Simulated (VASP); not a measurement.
Set up this calculation in VASP 6.6.1, as the native input.

```
Task                   : single point
Functional             : PBEsol
Potentials or basis    : VASP PAW PBE potentials, release 64 (Al, N)
Cutoff                 : 520 eV
k mesh                 : 9 × 9 × 2
Occupations            : fermi-dirac, width 0.03 eV
Spin                   : no spin polarisation
Dipole correction      : no
Further INCAR settings : ALGO = Normal; EDIFF = 1e-06; NBANDS = 26
```

The structure of AlN lies in POSCAR:

```
AlN
1.0
    3.1032946664      0.0000000000      0.0000000000
   -1.5516473332      2.6875320166      0.0000000000
    0.0000000000      0.0000000000     10.0485905277
Al N
4 4
Direct
    0.0000000000      0.0000000000     -0.0013026385
    0.3333333333      0.6666666667      0.2497943992
    0.0000000000      0.0000000000      0.4986973615
    0.6666666667      0.3333333333      0.7497943992
    0.0000000000      0.0000000000      0.1882463120
    0.3333333333      0.6666666667      0.4382619273
    0.0000000000      0.0000000000      0.6882463120
    0.6666666667      0.3333333333      0.9382619273
```

One way to write it, as run:

INCAR

```
SYSTEM = AlN
PREC = Accurate
ENCUT = 520
EDIFF = 1E-6
ISMEAR = -1
SIGMA = 0.03
LREAL = .FALSE.
LASPH = .TRUE.
NELM = 60
ALGO = Normal
ISIF = 2
LWAVE = .FALSE.
LCHARG = .FALSE.
GGA = PS
NBANDS = 26
```

KPOINTS

```
Automatic mesh
0
G
  9 9 2
  0 0 0
```

Potentials or basis: VASP PAW PBE potentials, release 64 (Al, N).

The run is started by

```console
$ cat potpaw_PBE.64/Al/POTCAR potpaw_PBE.64/N/POTCAR > POTCAR
$ mpirun -np 1 vasp_std > vasp.out
```

It gave:

| Item | Value |
| --- | --- |
| Pressure | 0.0 GPa |
| Band gap on the k mesh | 4.02 eV, indirect (least direct gap 4.09 eV) |

Caveat: the PAW data sets were made with another functional, which shifts forces and pressure a little.

Wall time 45 s on 1 thread of Intel(R) Xeon(R) Platinum 8488C (Sapphire Rapids), with other jobs on the host, peak memory 0.21 GiB.
